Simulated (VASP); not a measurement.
# GeC2N4 (Pm) in VASP: single point with PBE

Aim: the single point of GeC2N4 with PBE.

Program: VASP 6.6.1. These are calculated values, not measurements. Logs are shortened: lines on timing, memory, paths and dates and some standing lists are left out, and cuts for length are marked.

## Step 1: The cell of the first run

Symmetry: Pm, No. 6, monoclinic system. Conventional cell: a = 6.875 Å, b = 2.645 Å, c = 6.894 Å, α = 90.00°, β = 117.66°, γ = 90.00°. C (site symmetry m) has 4 N at 1.40 to 1.54 Å within 1.9 Å. Within 1.9 Å of C (site symmetry m) lie 4 N at 1.40 to 1.59 Å. C (site symmetry m) has 4 N at 1.49 to 1.56 Å within 2.0 Å. C (site symmetry m) has 4 N at 1.46 to 1.59 Å within 1.9 Å. Within 2.3 Å of Ge (site symmetry m) lie 4 N at 1.76 to 1.82 Å. Within 2.3 Å of Ge (site symmetry m) lie 4 N at 1.73 to 1.86 Å. Within 1.9 Å of N (site symmetry m) lie 3 C at 1.43 to 1.55 Å. N (site symmetry m) has 1 C at 1.46 Å and 2 Ge at 1.79 to 1.82 Å within 1.9 Å.

## Step 2: Single point, PBE, non-collinear spin, zero start, spin-orbit coupling

File INCAR:

```
  PREC = Accurate
  ENCUT = 520
  EDIFF = 1E-6
  ISMEAR = 0
  SIGMA = 0.01
  LREAL = False
  LASPH = True
  NELM = 150
  ALGO = Normal
  ISIF = 2
  LWAVE = False
  LCHARG = False
  MAGMOM = 0 0 0 0 0 0 0 0 0 0 0 0 0 0 0 0 0 0 0 0 0 0 0 0 0 0 0 0 0 0 0 0 0 0 0 0 0 0 0 0 0 0
  LORBIT = 11
  LSORBIT = True
  GGA_COMPAT = False
  LORBMOM = True
  GGA = PE
  NBANDS = 108
  KPAR = 4
```

File KPOINTS:

```
Automatic mesh
0
Gamma
  4 10 4
```

File POSCAR:

```
GeC2N4
1.0
    7.1268372310      0.0000000000     -0.0104895331
    0.0000000000      2.6453451806      0.0000000000
   -3.5727836775      0.0000000000      5.8958779962
C Ge N
4 2 8
Direct
    0.5594608894      0.5000000000      0.8093625341
    0.2451433752      0.5000000000      0.4079961728
    0.1968942408      0.5000000000      0.7736674432
    0.3982300982      0.0000000000      0.1743841146
    0.8329235484      0.0000000000      0.2224508085
    0.7714302234      0.0000000000      0.6195907596
    0.3283706534      0.5000000000      0.6509751651
    0.6369771070      0.0000000000      0.3171529837
    0.7143775601      0.5000000000      0.7427113574
    0.5989094707      0.0000000000      0.9391130827
    0.0617885186      0.0000000000      0.6912478662
    1.0152240271      0.5000000000      0.2740044971
    0.3326139656      0.0000000000      0.3516231413
    0.3076563223      0.5000000000      0.0257200737
```

Potentials or basis: VASP PAW PBE potentials, release 64 (C, Ge_d, N).

Command:

```sh
$ cat potpaw_PBE.64/C/POTCAR potpaw_PBE.64/Ge_d/POTCAR potpaw_PBE.64/N/POTCAR > POTCAR
$ mpirun -np 4 vasp_ncl > vasp.out
```

OUTCAR:

```text
PREC = Accurate
   ENCUT = 520
   EDIFF = 1E-6
   ISMEAR = 0
   LREAL = False
   LASPH = True
   NELM = 150
   ISIF = 2
   LORBIT = 11
   LSORBIT = True
   GGA = PE

 ion  position               nearest neighbor table
   1  0.559  0.500  0.809-   9 1.40   7 1.43  10 1.54  10 1.54
   2  0.245  0.500  0.408-  12 1.40   7 1.46  13 1.59  13 1.59
   3  0.197  0.500  0.774-  14 1.49   7 1.55  11 1.56  11 1.56
   4  0.398  0.000  0.174-   8 1.46  13 1.52  14 1.59  14 1.59
   5  0.833  0.000  0.222-  12 1.76  12 1.76  10 1.79   8 1.82
   6  0.771  0.000  0.620-   9 1.73   9 1.73   8 1.79  11 1.86
   7  0.328  0.500  0.651-   1 1.43   2 1.46   3 1.55
   8  0.637  0.000  0.317-   4 1.46   6 1.79   5 1.82
   9  0.714  0.500  0.743-   1 1.40   6 1.73   6 1.73
  10  0.599  0.000  0.939-   1 1.54   1 1.54   5 1.79
  11  0.062  0.000  0.691-   3 1.56   3 1.56   6 1.86
  12  0.015  0.500  0.274-   2 1.40   5 1.76   5 1.76
  13  0.333  0.000  0.352-   4 1.52   2 1.59   2 1.59
  14  0.308  0.500  0.026-   3 1.49   4 1.59   4 1.59

  LATTYP: Found a simple monoclinic cell.
 ALAT       =     6.8752522879
 B/A-ratio  =     0.3847633614
 C/A-ratio  =     1.0027154949
 COS(beta)  =    -0.4641951501

  Lattice vectors:

 A1 = (   3.5540535535,   0.0000000000,   5.8853884631)
 A2 = (   0.0000000000,  -2.6453451806,   0.0000000000)
 A3 = (   3.5727836775,   0.0000000000,  -5.8958779962)

Analysis of symmetry for initial positions (statically):
=====================================================================
 Subroutine PRICEL returns:
 Original cell was already a primitive cell.

 Routine SETGRP: Setting up the symmetry group for a
 simple monoclinic supercell.

 Subroutine GETGRP returns: Found  2 space group operations
 (whereof  2 operations were pure point group operations)
 out of a pool of  4 trial point group operations.

The static configuration has the point symmetry C_1h.

Analysis of symmetry for dynamics (positions and initial velocities):
=====================================================================
 Subroutine PRICEL returns:
 Original cell was already a primitive cell.

 Routine SETGRP: Setting up the symmetry group for a
 simple monoclinic supercell.

 Subroutine GETGRP returns: Found  2 space group operations
 (whereof  2 operations were pure point group operations)
 out of a pool of  4 trial point group operations.

The dynamic configuration has the point symmetry C_1h.

Analysis of structural, dynamic, and magnetic symmetry:
=====================================================================
 Subroutine PRICEL returns:
 Original cell was already a primitive cell.

 Routine SETGRP: Setting up the symmetry group for a
 simple monoclinic supercell.

 Subroutine GETGRP returns: Found  2 space group operations
 (whereof  2 operations were pure point group operations)
 out of a pool of  4 trial point group operations.

The overall configuration has the point symmetry C_1h.

 Subroutine INISYM returns: Found  2 space group operations
 (whereof  2 operations are pure point group operations),
 and found     1 'primitive' translations

----------------------------------------------------------------------------------------

                                     Primitive cell

  volume of cell :     111.0555

  direct lattice vectors                    reciprocal lattice vectors
     7.126837231  0.000000000 -0.010489533     0.140439955  0.000000000  0.085103793
     0.000000000  2.645345181  0.000000000     0.000000000  0.378022501  0.000000000
    -3.572783677  0.000000000  5.895877996     0.000249861  0.000000000  0.169761433

  length of vectors
     7.126844950  2.645345181  6.893922001     0.164213387  0.378022501  0.169761617

  position of ions in fractional coordinates (direct lattice)
     0.559460889  0.500000000  0.809362534
     0.245143375  0.500000000  0.407996173
     0.196894241  0.500000000  0.773667443
     0.398230098  0.000000000  0.174384115
     0.832923548  0.000000000  0.222450808
     0.771430223  0.000000000  0.619590760
     0.328370653  0.500000000  0.650975165
     0.636977107  0.000000000  0.317152984
     0.714377560  0.500000000  0.742711357
     0.598909471  0.000000000  0.939113083
     0.061788519  0.000000000  0.691247866
     0.015224027  0.500000000  0.274004497
     0.332613966  0.000000000  0.351623141
     0.307656322  0.500000000  0.025720074
[... 2565 lines left out ...]
 -----------------------------------------------------------------------------------
    total drift:                                0.000249      0.000000     -0.000091

  FREE ENERGIE OF THE ION-ELECTRON SYSTEM (eV)
  ---------------------------------------------------
  free  energy   TOTEN  =      -102.6642350035 eV

  energy  without entropy=     -102.6642350035  energy(sigma->0) =     -102.66423500

 orbital moment (x)

 # of ion     p       d       tot
 ----------------------------------------
  1         0.000   0.000   0.000
  2         0.000   0.000   0.000
  3         0.000   0.000   0.000
  4         0.000   0.000   0.000
  5         0.000   0.000   0.000
  6         0.000  -0.000  -0.000
  7         0.000   0.000   0.000
  8        -0.000   0.000  -0.000
  9        -0.000   0.000  -0.000
 10         0.000   0.000   0.000
 11         0.000   0.000   0.000
 12        -0.000   0.000  -0.000
 13         0.000   0.000   0.000
 14         0.000   0.000   0.000
 ----------------------------------------
           -0.000  -0.000  -0.000

 orbital moment (y)

 # of ion     p       d       tot
 ----------------------------------------
  1         0.000   0.000   0.000
  2         0.000   0.000   0.000
  3         0.000   0.000   0.000
  4         0.000   0.000   0.000
  5         0.000  -0.000  -0.000
  6         0.000   0.000   0.000
  7        -0.000   0.000  -0.000
  8         0.000   0.000   0.000
  9         0.000   0.000   0.000
 10        -0.000   0.000  -0.000
 11         0.000   0.000   0.000
 12         0.000   0.000   0.000
 13         0.000   0.000   0.000
 14         0.000   0.000   0.000
 ----------------------------------------
            0.000   0.000   0.000

 orbital moment (z)

 # of ion     p       d       tot
 ----------------------------------------
  1         0.000   0.000   0.000
  2        -0.000   0.000  -0.000
  3         0.000   0.000   0.000
  4         0.000   0.000   0.000
  5         0.000   0.000   0.000
  6         0.000  -0.000  -0.000
  7         0.000   0.000   0.000
  8         0.000   0.000   0.000
  9         0.000   0.000   0.000
 10         0.000   0.000   0.000
 11         0.000   0.000   0.000
 12         0.000   0.000   0.000
 13         0.000   0.000   0.000
 14         0.000   0.000   0.000
 ----------------------------------------
            0.000  -0.000   0.000

 Spin-Orbit-Coupling matrix elements

 Ion:    1  E_soc:     -0.0000136
 l=   1
     0.0000000    -0.0000022    -0.0000025
    -0.0000022     0.0000000    -0.0000022
    -0.0000025    -0.0000022     0.0000000
 l=   2
     0.0000000     0.0000000     0.0000000     0.0000000     0.0000000
     0.0000000     0.0000000     0.0000000     0.0000000     0.0000000
     0.0000000     0.0000000     0.0000000     0.0000000     0.0000000
     0.0000000     0.0000000     0.0000000     0.0000000     0.0000000
     0.0000000     0.0000000     0.0000000     0.0000000     0.0000000
 l=   3
     0.0000000     0.0000000     0.0000000     0.0000000     0.0000000     0.0000000     0.0000000
     0.0000000     0.0000000     0.0000000     0.0000000     0.0000000     0.0000000     0.0000000
     0.0000000     0.0000000     0.0000000     0.0000000     0.0000000     0.0000000     0.0000000
     0.0000000     0.0000000     0.0000000     0.0000000     0.0000000     0.0000000     0.0000000
[... 249 lines left out ...]
 l=   2
     0.0000000     0.0000000     0.0000000     0.0000000     0.0000000
     0.0000000     0.0000000     0.0000000     0.0000000     0.0000000
     0.0000000     0.0000000     0.0000000     0.0000000     0.0000000
     0.0000000     0.0000000     0.0000000     0.0000000     0.0000000
     0.0000000     0.0000000     0.0000000     0.0000000     0.0000000
 l=   3
     0.0000000     0.0000000     0.0000000     0.0000000     0.0000000     0.0000000     0.0000000
     0.0000000     0.0000000     0.0000000     0.0000000     0.0000000     0.0000000     0.0000000
     0.0000000     0.0000000     0.0000000     0.0000000     0.0000000     0.0000000     0.0000000
     0.0000000     0.0000000     0.0000000     0.0000000     0.0000000     0.0000000     0.0000000
     0.0000000     0.0000000     0.0000000     0.0000000     0.0000000     0.0000000     0.0000000
     0.0000000     0.0000000     0.0000000     0.0000000     0.0000000     0.0000000     0.0000000
     0.0000000     0.0000000     0.0000000     0.0000000     0.0000000     0.0000000     0.0000000

 total charge

# of ion       s       p       d       tot
------------------------------------------
    1        0.799   1.603   0.000   2.402
    2        0.788   1.533   0.000   2.321
    3        0.781   1.468   0.000   2.249
    4        0.789   1.475   0.000   2.264
    5        1.041   1.548  10.475  13.065
    6        1.048   1.577  10.486  13.111
    7        1.194   2.728   0.000   3.921
    8        1.227   2.678   0.000   3.905
    9        1.230   2.789   0.000   4.020
   10        1.222   2.646   0.000   3.868
   11        1.202   2.584   0.000   3.786
   12        1.221   2.763   0.000   3.984
   13        1.203   2.574   0.000   3.776
   14        1.190   2.574   0.000   3.763
--------------------------------------------------
tot         14.934  30.541  20.961  66.436

 magnetization (x)

# of ion       s       p       d       tot
------------------------------------------
    1        0.000   0.000   0.000   0.000
    2        0.000   0.000   0.000   0.000
    3        0.000   0.000   0.000   0.000
    4        0.000   0.000   0.000   0.000
    5        0.000   0.000   0.000   0.000
    6        0.000   0.000   0.000   0.000
    7        0.000   0.000   0.000   0.000
    8        0.000   0.000   0.000   0.000
    9        0.000   0.000   0.000   0.000
   10        0.000   0.000   0.000   0.000
   11        0.000   0.000   0.000   0.000
   12        0.000   0.000   0.000   0.000
   13        0.000   0.000   0.000   0.000
   14        0.000   0.000   0.000   0.000
--------------------------------------------------
tot          0.000   0.000   0.000   0.000

 magnetization (y)

# of ion       s       p       d       tot
------------------------------------------
    1        0.000   0.000   0.000   0.000
    2       -0.000   0.000   0.000  -0.000
    3       -0.000  -0.000   0.000  -0.000
    4       -0.000   0.000   0.000   0.000
    5       -0.000   0.000   0.000   0.000
    6       -0.000   0.000   0.000   0.000
    7       -0.000  -0.000   0.000  -0.000
    8       -0.000   0.000   0.000   0.000
    9        0.000  -0.000   0.000  -0.000
   10        0.000  -0.000   0.000  -0.000
   11        0.000   0.000   0.000   0.000
   12       -0.000   0.000   0.000   0.000
   13        0.000  -0.000   0.000  -0.000
   14        0.000   0.000   0.000   0.000
--------------------------------------------------
tot         -0.000   0.000   0.000   0.000

 magnetization (z)

# of ion       s       p       d       tot
------------------------------------------
    1        0.000   0.000   0.000   0.000
    2        0.000   0.000   0.000   0.000
    3        0.000   0.000   0.000   0.000
    4        0.000   0.000   0.000   0.000
    5        0.000   0.000   0.000   0.000
    6        0.000   0.000   0.000   0.000
    7        0.000   0.000   0.000   0.000
    8        0.000   0.000   0.000   0.000
    9        0.000   0.000   0.000   0.000
   10        0.000   0.000   0.000   0.000
   11        0.000   0.000   0.000   0.000
   12        0.000   0.000   0.000   0.000
   13        0.000   0.000   0.000   0.000
   14        0.000   0.000   0.000   0.000
--------------------------------------------------
tot          0.000   0.000   0.000   0.000
```

It took 8.7 min on 4 MPI ranks of Intel Xeon 6975P-C (Granite Rapids), shared host; peak memory 1.5 GiB.

Results:

```
Free energy                                           : -102.6642 eV
Pressure                                              : 6.0 GPa
Largest force                                         : 0.349 eV/Å
Net moment                                            : 0.00 μB per cell
Valence electrons inside the program's atomic spheres : C 2.40, 2.32, 2.25, 2.26; Ge 13.06, 13.11; N 3.92, 3.90, 4.02, 3.87, 3.79, 3.98, 3.78, 3.76
```

Forces on the atoms (eV/Å):
```
C   -0.014  0.000  0.146
C    0.117  0.000  0.017
C   -0.069  0.000  0.019
C   -0.050  0.000 -0.087
Ge  -0.019  0.000  0.131
Ge   0.110  0.000 -0.029
N   -0.131  0.000 -0.038
N   -0.186  0.000 -0.215
N   -0.194  0.000  0.290
N   -0.133  0.000 -0.241
N    0.235  0.000  0.036
N    0.336  0.000  0.003
N    0.004  0.000 -0.013
N   -0.005  0.000 -0.018
```

Stress tensor (GPa, compression positive):
```
6.67 0.00 0.18
0.00 5.62 0.00
0.18 0.00 5.63
```

Moments on the atoms (μB; x, y, z):
```
C   0.00 0.00 0.00
C   0.00 0.00 0.00
C   0.00 0.00 0.00
C   0.00 0.00 0.00
Ge  0.00 0.00 0.00
Ge  0.00 0.00 0.00
N   0.00 0.00 0.00
N   0.00 0.00 0.00
N   0.00 0.00 0.00
N   0.00 0.00 0.00
N   0.00 0.00 0.00
N   0.00 0.00 0.00
N   0.00 0.00 0.00
N   0.00 0.00 0.00
```

Caveat: the cell stands under pressure.
